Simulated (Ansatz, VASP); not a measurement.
**Two plane-wave programs on Mg**

INCAR

```
ALGO = Normal ; EDIFF = 1E-6
ENCUT = 520 ; GGA = PS
ISIF = 2 ; ISMEAR = -1
LASPH = True ; LCHARG = False
LREAL = False ; LWAVE = False
NBANDS = 12 ; NELM = 80
PREC = Accurate ; SIGMA = 0.1
```

The input KPOINTS:

```
k-points
0
Gamma
  13 13 4
```

POSCAR

```
Mg
1.0
    3.0893122402      0.0000000000      0.0000000000
   -1.5446561201      2.6754228802      0.0000000000
    0.0000000000      0.0000000000     10.0474708947
Mg
4
Direct
    0.0000000000      1.0000000000      0.0000000000
    0.0000000000      0.0000000000      0.5000000000
    0.3333333333      0.6666666667      0.2500000000
    0.6666666667      0.3333333333      0.7500000000
```

Input for Ansatz:

```yaml
crystal:
  lattice:
    - [3.0893122402, 0.0, 0.0]
    - [-1.5446561201, 2.6754228802, 0.0]
    - [0.0, 0.0, 10.0474708947]
  atoms:
    - { symbol: Mg, position: [0.0, 1.0, 0.0] }
    - { symbol: Mg, position: [0.0, 0.0, 0.5] }
    - { symbol: Mg, position: [0.3333333333, 0.6666666667, 0.25] }
    - { symbol: Mg, position: [0.6666666667, 0.3333333333, 0.75] }
hamiltonian:
  xc: pbesol
  pseudopotentials:
    kind: paw
    azcp:
      Mg: "pseudopotentials/Mg.paw.azcp"
basis:
  ecutwfc: 420
  fft_grid_basis: typed
kpoints:
  mp_grid: { grid: [13, 13, 4], shift: [0, 0, 0] }
magnetization:
  spin_polarized: false
scf:
  occupations: { method: fermi_dirac, width: 0.1 }
  lower_state_search: "off"
output:
  stress: true
```

Alike in both runs: task single point; functional PBEsol; k mesh 13 × 13 × 4; occupations fermi-dirac, width 0.1 eV; no spin polarisation.

```csv
,VASP,Ansatz
version,VASP 6.6.1,Ansatz 0.2.0
potentials or method,"VASP PAW PBE potentials, release 64 (Mg), cutoff 520 eV","plane waves (420 eV) with PAW, scalar-relativistic"
valence electrons in the cell,8,40
```

Ansatz gave:

- pressure (GPa): 3.7
- traceless stress, the component that is largest in VASP (GPa): -0.09

Q: Which values does VASP return?

A: Pressure (GPa): 3.7; traceless stress, the component that is largest in VASP (GPa): -0.10.

VASP's potentials were made for PBE, not for PBEsol, and Ansatz warns of the same on its side. VASP's potentials hold 8 valence electrons a cell and Ansatz's 40, so a difference there can come from the potentials and not from the codes.
